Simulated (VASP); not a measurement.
FeO:

```
Fe O
1.0
    -1.60210    1.60210    2.08339
     1.60210   -1.60210    2.08339
     1.60210    1.60210   -2.08339
Fe O
1 1
Direct
  0.00000 0.00000 0.00000
  0.50000 0.50000 0.00000
```

Program: VASP 6.6.1. Alike in all runs: task single point; potentials or basis VASP PAW PBE potentials, release 64 (Fe_sv, O); cell as given; cutoff (eV) 700; smearing fermi-dirac 0.05 eV.

Order these runs on this cell by their pressure, lowest first.
A. level PBEsol; spin off; k mesh 12 × 12 × 12
B. level PBE; spin off; k mesh 12 × 12 × 12
C. level PBE; spin collinear, ferromagnetic start; fixed moment (μB) 2.2; k mesh 10 × 10 × 10
D. level PBEsol; spin collinear, ferromagnetic start; fixed moment (μB) 4.5; k mesh 10 × 10 × 10

A (-37.9 GPa), B (-30.7 GPa), C (-23.9 GPa), D (-7.3 GPa).

Caveats: the cell stands under tension (at least some runs); the total moment is fixed, so each spin has its own Fermi level and the state may be an excited one (at least some runs); a cell with one magnetic atom can't hold antiferromagnetic order, which such compounds often take (at least some runs); the PAW data sets were made with another functional, which shifts forces and pressure a little (at least some runs); the stress differs along the axes, from -9 to -3 GPa (at least some runs).
